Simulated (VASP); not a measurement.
Wanted: the native input for a VASP 6.6.1 run.

| Quantity | Value |
| --- | --- |
| Task | single point |
| Functional | PBE |
| Dispersion | D3(BJ) |
| Potentials or basis | VASP PAW PBE potentials, release 64 (Se) |
| Cutoff | 520 eV |
| k mesh | 9 × 9 × 8 |
| Occupations | gaussian, width 0.05 eV |
| Spin | no spin polarisation |
| Dipole correction | no |
| Further INCAR settings | ALGO = Normal; EDIFF = 1e-06; NBANDS = 16 |

The structure of Se lies in POSCAR:

```
Se
1.0
    3.8282306585      0.0000000000      0.0000000000
   -1.9141153292      3.3153450018      0.0000000000
    0.0000000000      0.0000000000      5.7905816940
Se
3
Direct
    0.2934348538      0.0000000000      0.3333333333
    0.0000000000      0.2934348538      0.6666666667
    0.7065651462      0.7065651462      0.0000000000
```

This cell differs from its parent crystal: c/a of the conventional cell at fixed volume 1.5126.

These files were run (other wordings do the same):

INCAR

```
PREC = Accurate
ENCUT = 520
EDIFF = 1E-6
ISMEAR = 0
SIGMA = 0.05
LREAL = F
LASPH = T
NELM = 80
ALGO = Normal
ISIF = 2
LWAVE = F
LCHARG = F
GGA = PE
IVDW = 12
NBANDS = 16
```

KPOINTS

```
regular mesh
0
Gamma
  9 9 8
```

Potentials or basis: VASP PAW PBE potentials, release 64 (Se).

The run is started by

```bash
$ cat potpaw_PBE.64/Se/POTCAR > POTCAR
$ mpirun -np 1 vasp_std > vasp.out
```

Results of the run:

```
Pressure                   : -7.3 GPa
Largest force              : 0.653 eV/Å
Band gap on the k mesh     : zero (band 9 reaches 3.45 eV, above the bottom of band 10 at 3.40 eV)
Dispersion energy per atom : -0.357 eV
```

Caveat: pairwise dispersion overbinds metals, which lowers pressure and volume.

Wall time 34 s on 1 thread of AMD EPYC 9R45 96-Core Processor (Zen 5), with other jobs on the host, peak memory 0.2 GiB.
